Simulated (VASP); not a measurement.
Write the native input for VASP 6.6.1 that does the following.

* Task: single point
* Functional: PBE
* Potentials or basis: VASP PAW PBE potentials, release 64 (Al, O)
* Cutoff: 520 eV
* k mesh: 2 × 6 × 4
* Occupations: gaussian, width 0.1 eV
* Spin: collinear spin, ferromagnetic start
* Starting moments: [0.0, 0.0, 0.0, 0.0, 1.0, 1.0, 1.0, 1.0, 1.0, 1.0, 1.0, 1.0] μB
* Dipole correction: no
* Further INCAR settings: ALGO = Normal; EDIFF = 1e-06; NBANDS = 46

The structure of AlO2 lies in POSCAR:

```
AlO2
1.0
    9.4400000000      0.0000000000      0.0000000000
    0.0000000000      2.8400000000      0.0000000000
    0.0000000000      0.0000000000      4.4200000000
Al O
4 8
Direct
    0.1460000000      0.2500000000      0.9520000000
    0.8540000000      0.7500000000      0.0480000000
    0.3540000000      0.7500000000      0.4520000000
    0.6460000000      0.2500000000      0.5480000000
    0.8010000000      0.2500000000      0.2870000000
    0.1990000000      0.7500000000      0.7130000000
    0.6990000000      0.7500000000      0.7870000000
    0.3010000000      0.2500000000      0.2130000000
    0.9440000000      0.2500000000      0.8020000000
    0.0560000000      0.7500000000      0.1980000000
    0.5560000000      0.7500000000      0.3020000000
    0.4440000000      0.2500000000      0.6980000000
```

One way to write it, as run:

INCAR

```
ALGO = Normal
EDIFF = 1E-6
ENCUT = 520
GGA = PE
ISIF = 2
ISMEAR = 0
ISPIN = 2
LASPH = True
LCHARG = False
LORBIT = 11
LREAL = False
LWAVE = False
MAGMOM = 0 0 0 0 1 1 1 1 1 1 1 1
NBANDS = 46
NELM = 150
PREC = Accurate
SIGMA = 0.1
```

KPOINTS

```
k-points
0
Gamma
  2 6 4
```

Potentials or basis: VASP PAW PBE potentials, release 64 (Al, O).

The run is started by

```console
$ cat potpaw_PBE.64/Al/POTCAR potpaw_PBE.64/O/POTCAR > POTCAR
$ mpirun -np 1 vasp_std > vasp.out
```

Results of the run:

```
Pressure                                              : -0.2 GPa
Largest force                                         : 1.191 eV/Å
Band gap on the k mesh                                : zero (filled and empty bands overlap)
Net moment                                            : 4.00 μB per cell
Site moments                                          : Al -0.01; O +0.26, +0.60 μB
Valence electrons inside the program's atomic spheres : Al 0.71; O 5.11, 4.93
```

Caveat: the k points lie up to 0.37 Å⁻¹ apart; forces of over 1 eV/Å act on the atoms, so gaps and moduli don't describe the material at rest.

Wall time 4.6 min on 1 thread of Intel(R) Xeon(R) Platinum 8259CL CPU @ 2.50GHz (Skylake/Cascade Lake) (shared host), peak memory 0.37 GiB.
